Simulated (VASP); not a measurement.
# Sc (P6/mmm) in VASP: a series of runs

Runs on Sc. Level: LDA. Tasks: single point, relaxation of cell and atoms.

Everything below comes from runs of VASP 6.6.1. Logs are shortened: lines on timing, memory, paths and dates and some standing lists are left out, and cuts for length are marked.

## Step 1: The cell of the first run

Symmetry: P6/mmm, No. 191, hexagonal system. Conventional cell: a = 4.904 Å, b = 4.904 Å, c = 3.092 Å, α = 90.00°, β = 90.00°, γ = 120.00°. Within 4.1 Å of Sc (site symmetry 6/mmm) lie 14 Sc at 3.09 to 3.23 Å. Within 3.7 Å of Sc (site symmetry -6m2) lie 11 Sc at 2.83 to 3.23 Å.

## Step 2: Single point, LDA (volume scaled by 0.96)

File INCAR:

```
PREC = Accurate ; ENCUT = 520
EDIFF = 1E-6 ; ISMEAR = -1
SIGMA = 0.1 ; LREAL = False
LASPH = True ; NELM = 80
ALGO = Normal ; ISIF = 2
LWAVE = False ; LCHARG = False
GGA = CA ; NBANDS = 24
```

File KPOINTS:

```
regular mesh
0
Gamma
  8 8 11
```

File POSCAR:

```
Sc
1.0
    4.9037080113      0.0000000000      0.0000000000
   -2.4518540056      4.2467357105      0.0000000000
    0.0000000000      0.0000000000      3.0922437185
Sc
3
Direct
    0.0000000000      1.0000000000      0.0000000000
    0.3333333333      0.6666666667      0.5000000000
    0.6666666667      0.3333333333      0.5000000000
```

Potentials or basis: VASP PAW LDA potentials, release 64 (Sc_sv).

Started as:

```console
> cat potpaw_LDA.64/Sc_sv/POTCAR > POTCAR
> mpirun -np 1 vasp_std > vasp.out
```

OUTCAR:

```text
PREC = Accurate
   ENCUT = 520
   EDIFF = 1E-6
   ISMEAR = -1
   LREAL = False
   LASPH = True
   NELM = 80
   ISIF = 2
   GGA = CA

 ion  position               nearest neighbor table
   1  0.000  0.000  0.000-   2 3.23   3 3.23   2 3.23   3 3.23   2 3.23   2 3.23   3 3.23   3 3.23
                             3 3.23   3 3.23   2 3.23   2 3.23
   2  0.333  0.667  0.500-   3 2.83   3 2.83   3 2.83   1 3.23   1 3.23   1 3.23   1 3.23   1 3.23
                             1 3.23
   3  0.667  0.333  0.500-   2 2.83   2 2.83   2 2.83   1 3.23   1 3.23   1 3.23   1 3.23   1 3.23
                             1 3.23

  LATTYP: Found a hexagonal cell.
 ALAT       =     4.9037080113
 C/A-ratio  =     0.6305929536

  Lattice vectors:

 A1 = (   4.9037080113,   0.0000000000,   0.0000000000)
 A2 = (  -2.4518540056,   4.2467357105,   0.0000000000)
 A3 = (   0.0000000000,   0.0000000000,   3.0922437185)

Analysis of symmetry for initial positions (statically):
=====================================================================
 Subroutine PRICEL returns:
 Original cell was already a primitive cell.

 Routine SETGRP: Setting up the symmetry group for a
 hexagonal supercell.

 Subroutine GETGRP returns: Found 24 space group operations
 (whereof 24 operations were pure point group operations)
 out of a pool of 24 trial point group operations.

The static configuration has the point symmetry D_6h.

Analysis of symmetry for dynamics (positions and initial velocities):
=====================================================================
 Subroutine PRICEL returns:
 Original cell was already a primitive cell.

 Routine SETGRP: Setting up the symmetry group for a
 hexagonal supercell.

 Subroutine GETGRP returns: Found 24 space group operations
 (whereof 24 operations were pure point group operations)
 out of a pool of 24 trial point group operations.

The dynamic configuration has the point symmetry D_6h.

 Subroutine INISYM returns: Found 24 space group operations
 (whereof 24 operations are pure point group operations),
 and found     1 'primitive' translations

----------------------------------------------------------------------------------------

                                     Primitive cell

  volume of cell :      64.3952

  direct lattice vectors                    reciprocal lattice vectors
     4.903708011  0.000000000  0.000000000     0.203927313  0.117737489  0.000000000
    -2.451854006  4.246735711  0.000000000     0.000000000  0.235474978  0.000000000
     0.000000000  0.000000000  3.092243718     0.000000000  0.000000000  0.323389775

  length of vectors
     4.903708011  4.903708011  3.092243718     0.235474978  0.235474978  0.323389775

  position of ions in fractional coordinates (direct lattice)
     0.000000000  0.000000000  0.000000000
     0.333333333  0.666666667  0.500000000
     0.666666667  0.333333333  0.500000000

  ion indices of the primitive-cell ions
   primitive index   ion index
                 1           1
                 2           2
                 3           3

----------------------------------------------------------------------------------------

 KPOINTS: regular mesh

Automatic generation of k-mesh.
 Grid dimensions read from file:
 generate k-points for:    8    8   11

 Generating k-lattice:

  Cartesian coordinates                     Fractional coordinates (reciprocal lattice)
     0.025490914  0.014717186  0.000000000     0.125000000  0.000000000  0.000000000
     0.000000000  0.029434372  0.000000000     0.000000000  0.125000000  0.000000000
     0.000000000  0.000000000  0.029399070     0.000000000  0.000000000  0.090909091

  Length of vectors
     0.029434372  0.029434372  0.029399070

  Shift w.r.t. Gamma in fractional coordinates (k-lattice)
     0.000000000  0.000000000  0.000000000

 Subroutine IBZKPT returns following result:
 ===========================================

 Found     60 irreducible k-points:

 Following reciprocal coordinates:
            Coordinates               Weight
  0.000000  0.000000  0.000000      1.000000
  0.125000  0.000000  0.000000      6.000000
  0.250000  0.000000  0.000000      6.000000
  0.375000  0.000000  0.000000      6.000000
  0.500000  0.000000  0.000000      3.000000
  0.125000  0.125000  0.000000      6.000000
[... 16 lines left out ...]
  0.250000  0.000000  0.181818     12.000000
  0.375000  0.000000  0.181818     12.000000
 [... further k-points ...]
   k-points           NKPTS =     60   k-points in BZ     NKDIM =     60   number of bands    NBANDS=     24
   number of dos      NEDOS =    301   number of ions     NIONS =      3
   total plane-waves  NPLWV =  31104
   dimension x,y,z NGX =    36 NGY =   36 NGZ =   24
   dimension x,y,z NGXF=    72 NGYF=   72 NGZF=   48
   ions per type =               3
   NGX,Y,Z   is equivalent  to a cutoff of  12.20, 12.20, 12.90 a.u.
   NGXF,Y,Z  is equivalent  to a cutoff of  24.41, 24.41, 25.81 a.u.
 SYSTEM =  unknown system
   PREC   = accura    normal or accurate (medium, high low for compatibility)
   ISTART =      0    job   : 0-new  1-cont  2-samecut
   ICHARG =      2    charge: 1-file 2-atom 10-const
   ISPIN  =      1    spin polarized calculation?
   LNONCOLLINEAR =      F non collinear calculations
   LSORBIT =      F    spin-orbit coupling
   LASPH  =      T    aspherical Exc in radial PAW
   ENCUT  =  520.0 eV  38.22 Ry    6.18 a.u.   9.12  9.12  5.75*2*pi/ulx,y,z
   NELM   =     80;   NELMIN=  2; NELMDL= -5     # of ELM steps
   EDIFF  = 0.1E-05   stopping-criterion for ELM
   LREAL  =      F    real-space projection
   EDIFFG = 0.1E-04   stopping-criterion for IOM
   NSW    =      0    number of steps for IOM
   IBRION =     -1    ionic relax: 0-MD 1-quasi-New 2-CG
   NFREE  =      0    steps in history (QN), initial steepest desc. (CG)
   ISIF   =      2    stress and relaxation
   ISYM   =      2    0-nonsym 1-usesym 2-fastsym
   POTIM  = 0.5000    time-step for ionic-motion
   TEBEG  =    0.0;   TEEND  =   0.0 temperature during run
   PSTRESS=    0.0 pullay stress
   NELECT =      33.0000    total number of electrons
   NUPDOWN=      -1.0000    fix difference up-down
   EMIN   =  10.00;   EMAX   =-10.00  energy-range for DOS
   EFERMI =   0.00;   METHOD = LEGACY
   ISMEAR =    -1;   SIGMA  =   0.10  broadening in eV -4-tet -1-fermi 0-gaus
   EFERMI_NEDOS =   21; number of points for ismear=-14 and -15
   IALGO  =     38    algorithm
   IMIX   =      4    mixing-type and parameters
     AMIX     =   0.40;   BMIX     =  1.00
     AMIX_MAG =   1.60;   BMIX_MAG =  1.00
  volume/ion in A,a.u.               =      21.47       144.85
  Fermi-wavevector in a.u.,A,eV,Ry     =   1.310071  2.475676 23.351503  1.716287
  Thomas-Fermi vector in A             =   2.440627
   LORBIT       =      0    0 simple, 1 ext, 2 COOP (PROOUT), +10 PAW based schemes
   GGA     = CA    functional components
   LHFCALC =     F    Hartree Fock is set to
   AEXX    =    0.0000 exact exchange contribution
   IVDW    =     0    specifies the selected vdW correction
   LEPSILON=     F    determine dielectric tensor
   LRPA    =     F    only Hartree local field effects (RPA)
 non-spin polarized calculation
  energy-cutoff  :      520.00
  volume of cell :       64.40
 maximum number of plane-waves:      1752
   NGX = 19   NGY = 19   NGZ = 11

 number of electron      33.0000000 magnetization

 Free energy of the ion-electron system (eV)
  ---------------------------------------------------
  ext. energy  EPLUGINS =         0.00000000
  ---------------------------------------------------
  free energy    TOTEN  =       -20.08084823 eV

  energy without entropy =      -19.90499066  energy(sigma->0) =      -19.99291945

 E-fermi :   4.2334     XC(G=0): -10.7231

 val. band max:        4.2317252594   @ k =   0.0000   0.0000   0.0909
 cond. band min:       4.2427872531   @ k =   0.2500   0.0000   0.0909
 fundamental gap:      0.0110619937
 Fermi energy:         4.2334042605

 k-point     1 :       0.0000    0.0000    0.0000
  band No.  band energies     occupation
      1     -44.2251      2.00000
      2     -44.0957      2.00000
      3     -44.0316      2.00000
      4     -23.4152      2.00000
      5     -23.4152      2.00000
      6     -23.2314      2.00000
[... 16 lines left out ...]
     23       6.8857      0.00000
     24       6.9121      0.00000

 k-point     2 :       0.1250    0.0000    0.0000
  band No.  band energies     occupation
      1     -44.2179      2.00000
      2     -44.0975      2.00000
      3     -44.0372      2.00000
      4     -23.4489      2.00000
      5     -23.4274      2.00000
      6     -23.1929      2.00000
[... 16 lines left out ...]
     23       6.6143      0.00000
     24       6.6311      0.00000

 k-point     3 :       0.2500    0.0000    0.0000
  band No.  band energies     occupation
      1     -44.1976      2.00000
      2     -44.1027      2.00000
      3     -44.0527      2.00000
      4     -23.5047      2.00000
      5     -23.4207      2.00000
      6     -23.1239      2.00000
[... 16 lines left out ...]
     23       6.5194      0.00000
     24       6.9882      0.00000

 k-point     4 :       0.3750    0.0000    0.0000
  band No.  band energies     occupation
      1     -44.1686      2.00000
      2     -44.1134      2.00000
      3     -44.0714      2.00000
      4     -23.5460      2.00000
      5     -23.3651      2.00000
      6     -23.1146      2.00000
[... 16 lines left out ...]
     23       6.6449      0.00000
     24       7.5032      0.00000

 k-point     5 :       0.5000    0.0000    0.0000
  band No.  band energies     occupation
      1     -44.1424      2.00000
      2     -44.1313      2.00000
      3     -44.0798      2.00000
      4     -23.5608      2.00000
      5     -23.2961      2.00000
      6     -23.1999      2.00000
[... 16 lines left out ...]
     23       6.9671      0.00000
     24       7.0043      0.00000

 k-point     6 :       0.1250    0.1250    0.0000
  band No.  band energies     occupation
      1     -44.2041      2.00000
      2     -44.1008      2.00000
      3     -44.0479      2.00000
      4     -23.4806      2.00000
      5     -23.4385      2.00000
      6     -23.1333      2.00000
[... 16 lines left out ...]
     23       6.4372      0.00000
     24       6.8758      0.00000
[... 379 lines left out ...]
 k-point    21 :       0.0000    0.0000    0.1818
  band No.  band energies     occupation
      1     -44.2060      2.00000
      2     -44.0905      2.00000
      3     -44.0202      2.00000
      4     -23.4003      2.00000
      5     -23.4003      2.00000
      6     -23.1983      2.00000
[... 16 lines left out ...]
     23       6.7208      0.00000
     24       6.7208      0.00000

 k-point    22 :       0.1250    0.0000    0.1818
  band No.  band energies     occupation
      1     -44.1993      2.00000
      2     -44.0918      2.00000
      3     -44.0258      2.00000
      4     -23.4263      2.00000
      5     -23.4059      2.00000
      6     -23.1816      2.00000
[... 16 lines left out ...]
     23       6.5463      0.00000
     24       6.7171      0.00000

 k-point    23 :       0.2500    0.0000    0.1818
  band No.  band energies     occupation
      1     -44.1803      2.00000
      2     -44.0957      2.00000
      3     -44.0412      2.00000
      4     -23.4731      2.00000
      5     -23.3985      2.00000
      6     -23.1544      2.00000
[... 16 lines left out ...]
     23       6.6044      0.00000
     24       6.9003      0.00000

 k-point    24 :       0.3750    0.0000    0.1818
  band No.  band energies     occupation
      1     -44.1533      2.00000
      2     -44.1038      2.00000
      3     -44.0606      2.00000
      4     -23.5092      2.00000
      5     -23.3564      2.00000
      6     -23.1677      2.00000
[... 16 lines left out ...]
     23       6.7289      0.00000
     24       7.2864      0.00000

 [... further k-points ...]
[... 5 lines left out ...]
  --------------------------------------------------------------------------------------
  -------------------------------------------------------------------------------------
  Total        1.0875845      1.0875845      1.0645015      0.0000000     -0.0000000      0.0000000
  in kB       27.0595166     27.0595166     26.4852020      0.0000000     -0.0000000      0.0000000
  external PRESSURE =      26.8680784 kB  Pullay stress =       0.0000000 kB

 VOLUME and BASIS-vectors are now :
 -----------------------------------------------------------------------------
  energy-cutoff  :      520.00
  volume of cell :       64.40
      direct lattice vectors                 reciprocal lattice vectors
     4.903708011  0.000000000  0.000000000     0.203927313  0.117737489  0.000000000
    -2.451854006  4.246735711  0.000000000     0.000000000  0.235474978  0.000000000
     0.000000000  0.000000000  3.092243718     0.000000000  0.000000000  0.323389775

 POSITION                                       TOTAL-FORCE (eV/Angst)
 -----------------------------------------------------------------------------------
      0.00000      0.00000      0.00000         0.000000      0.000000     -0.000000
     -0.00000      2.83116      1.54612         0.000000      0.000000      0.000000
      2.45185      1.41558      1.54612        -0.000000     -0.000000     -0.000000
 -----------------------------------------------------------------------------------
    total drift:                                0.000000      0.000000     -0.000000

  FREE ENERGIE OF THE ION-ELECTRON SYSTEM (eV)
  ---------------------------------------------------
  free  energy   TOTEN  =       -20.0808482337 eV

  energy  without entropy=      -19.9049906608  energy(sigma->0) =      -19.99291945
```

Run time: 62 s. Hardware: 1 thread of AMD EPYC 7R43 (Zen 3), shared host; peak memory 0.16 GiB.

What came out:

```
Free energy : -20.0808 eV
Pressure    : 2.7 GPa
```

Caveat: the cell differs from its parent crystal (volume scaled by 0.96).

## Step 3: Single point, LDA (volume scaled by 1.08)

File INCAR:

```
SYSTEM = Sc
PREC = Accurate
ENCUT = 520
EDIFF = 1E-6
ISMEAR = -1
SIGMA = 0.1
LREAL = .FALSE.
LASPH = .TRUE.
NELM = 60
ALGO = Normal
ISIF = 2
LWAVE = .FALSE.
LCHARG = .FALSE.
NBANDS = 24
```

File KPOINTS:

```
Automatic mesh
0
G
  8 8 11
  0 0 0
```

File POSCAR:

```
Sc
1.0
    5.1000618536      0.0000000000      0.0000000000
   -2.5500309268      4.4167831261      0.0000000000
    0.0000000000      0.0000000000      3.2160630679
Sc
3
Direct
    0.0000000000      1.0000000000      0.0000000000
    0.3333333333      0.6666666667      0.5000000000
    0.6666666667      0.3333333333      0.5000000000
```

Potentials or basis: VASP PAW LDA potentials, release 64 (Sc_sv).

Started as:

```console
> cat potpaw_LDA.64/Sc_sv/POTCAR > POTCAR
> mpirun -np 1 vasp_std > vasp.out
```

Wall time 73 s (1 thread of AMD EPYC 7R43 (Zen 3), shared host); peak memory 0.17 GiB.

The run converged. Its results:

| Property | Result |
| --- | --- |
| Free energy | -20.0376 eV |
| Pressure | -4.0 GPa |

Levels at points of the mesh, in eV from the Fermi level:
```
           k point  band 14  band 15  band 16  band 17  band 18  band 19
(0.00, 0.00, 0.00)    -0.82     0.00     0.00     0.00     0.00     0.67
(0.50, 0.00, 0.00)    -2.96    -1.60     0.44     0.56     0.60     0.88
```

Caveat: the cell differs from its parent crystal (volume scaled by 1.08).

## Step 4: Single point, LDA (volume scaled by 1.12)

File INCAR:

```
SYSTEM = Sc
ALGO = Normal
EDIFF = 1E-6
ENCUT = 520
GGA = CA
ISIF = 2
ISMEAR = -1
LASPH = .TRUE.
LCHARG = .TRUE.
LELF = .TRUE.
LREAL = .FALSE.
LVHAR = .TRUE.
LWAVE = .FALSE.
NBANDS = 24
NELM = 80
PREC = Accurate
SIGMA = 0.1
```

File KPOINTS:

```
k-points
0
G
  8 8 11
  0 0 0
```

File POSCAR:

```
Sc
1.0
    5.1622638602      0.0000000000      0.0000000000
   -2.5811319301      4.4706516440      0.0000000000
    0.0000000000      0.0000000000      3.2552872149
Sc
3
Direct
    0.0000000000      1.0000000000      0.0000000000
    0.3333333333      0.6666666667      0.5000000000
    0.6666666667      0.3333333333      0.5000000000
```

Started as:

```console
> cat potpaw_LDA.64/Sc_sv/POTCAR > POTCAR
> mpirun -np 1 vasp_std > vasp.out
```

Run time: 81 s. Hardware: 1 thread of AMD EPYC 7R43 (Zen 3), shared host; peak memory 0.18 GiB.

Results (log left out):

```
Free energy : -19.9585 eV
Pressure    : -5.5 GPa
```

Stress tensor (GPa, compression positive):
```
-5.51  0.00  0.00
 0.00 -5.51  0.00
 0.00  0.00 -5.61
```

Levels at points of the mesh, in eV from the Fermi level:
```
           k point  band 13  band 14  band 15  band 16  band 17  band 18  band 19  band 20
(0.00, 0.00, 0.00)    -4.99    -0.77    -0.02    -0.02    -0.01    -0.01     0.63     1.51
(0.50, 0.00, 0.00)    -3.00    -2.95    -1.56     0.44     0.55     0.59     0.79     0.96
```

Caveat: the cell differs from its parent crystal (volume scaled by 1.12).

## Step 5: Relaxation of cell and atoms, LDA

This run uses another cell than the first one, of 25.00 Å³/atom, 1.165 times its volume.

File INCAR:

```
SYSTEM = Sc
PREC = Accurate ; ENCUT = 600
EDIFF = 1E-7 ; ISMEAR = -1
SIGMA = 0.1 ; LREAL = .False.
LASPH = .True. ; NELM = 80
ALGO = Normal ; ISIF = 3
LWAVE = .False. ; LCHARG = .False.
IBRION = 2 ; NSW = 80
EDIFFG = -0.01
```

File KPOINTS:

```
Automatic mesh
0
Gamma
  7 7 10
  0 0 0
```

File POSCAR:

```
Sc
1.0
    5.2083761254      0.0000000000      0.0000000000
   -2.6041880627      4.5105860371      0.0000000000
    0.0000000000      0.0000000000      3.1927345649
Sc
3
Direct
    0.0000000000      0.0000000000      0.0000000000
    0.3333333333      0.6666666667      0.5000000000
    0.6666666667      0.3333333333      0.5000000000
```

Started as:

```console
> cat potpaw_LDA.64/Sc_sv/POTCAR > POTCAR
> mpirun -np 1 vasp_std > vasp.out
```

Run time: 5.7 min. Hardware: 1 thread of AMD EPYC 7R43 (Zen 3), shared host; peak memory 0.2 GiB.

It converged, with:

| Item | Value |
| --- | --- |
| Free energy | -20.1051 eV |
| Relaxed volume | 22.40 Å³/atom |
| Relaxed cell | a = 4.973 Å, b = 4.973 Å, c = 3.137 Å, α = 90.00°, β = 90.00°, γ = 120.00° |
| Space group after relaxing (to 0.05 Å) | P6/mmm (No. 191) |
| Energy gained by relaxing | 50.4 meV/atom |
| Ionic steps | 7 |
| Pressure after relaxing | 0.0 GPa |

The path:
| step | energy change (eV) | largest force (eV/Å) | pressure (GPa) | volume (Å³) |
| --- | --- | --- | --- | --- |
| 1 | 0.0000 | 0.0000 | -5.41 | 75.01 |
| 2 | -0.1463 | 0.0000 | 0.93 | 66.20 |
| 3 | -0.1487 | 0.0000 | 0.12 | 67.09 |
| 4 | -0.1486 | 0.0000 | -0.02 | 67.24 |
| 5 | -0.1506 | 0.0000 | -0.06 | 67.30 |
| 6 | -0.1511 | 0.0000 | -0.10 | 67.34 |
| 7 | -0.1511 | 0.0000 | 0.04 | 67.19 |

Final structure:
```
Sc
1.0
     4.97318    0.00000    0.00000
    -2.48659    4.30690    0.00000
     0.00000    0.00000    3.13672
Sc
3
Direct
  0.00000 0.00000 0.00000
  0.33333 0.66667 0.50000
  0.66667 0.33333 0.50000
```

Levels at points of the mesh, in eV from the Fermi level:
```csv
k point,band 13,band 14,band 15,band 16,band 17,band 18,band 19,band 20
"(0.00, 0.00, 0.00)",-5.16,-0.93,0.04,0.04,0.05,0.05,0.75,1.69
"(0.00, 0.00, 0.50)",-1.80,-1.33,-1.01,-1.01,-0.62,-0.62,1.79,1.79
```

## Step 6: The runs side by side

| task | cell | k mesh | cutoff (eV) | gap on the mesh (eV) | pressure (GPa) |
| --- | --- | --- | --- | --- | --- |
| single point | a = 4.904, b = 4.904, c = 3.092 Å, angles 90.0, 90.0, 120.0°, 3 atoms | 8 × 8 × 11 | 520 | none | 2.7 |
| single point | a = 5.100, b = 5.100, c = 3.216 Å, angles 90.0, 90.0, 120.0°, 3 atoms | 8 × 8 × 11 | 520 | none | -4.0 |
| single point | a = 5.162, b = 5.162, c = 3.255 Å, angles 90.0, 90.0, 120.0°, 3 atoms | 8 × 8 × 11 | 520 | none | -5.5 |
| relaxation of cell and atoms | relaxed from a = 5.208, b = 5.208, c = 3.193 Å, angles 90.0, 90.0, 120.0°, 3 atoms | 7 × 7 × 10 | 600 | none | 0.0 |

Alike in all rows: level LDA; potentials or basis VASP PAW LDA potentials, release 64 (Sc_sv); no spin polarisation; smearing fermi-dirac 0.1 eV.

Total energies depend on the potentials used, so only differences within one code and one set of settings carry meaning.
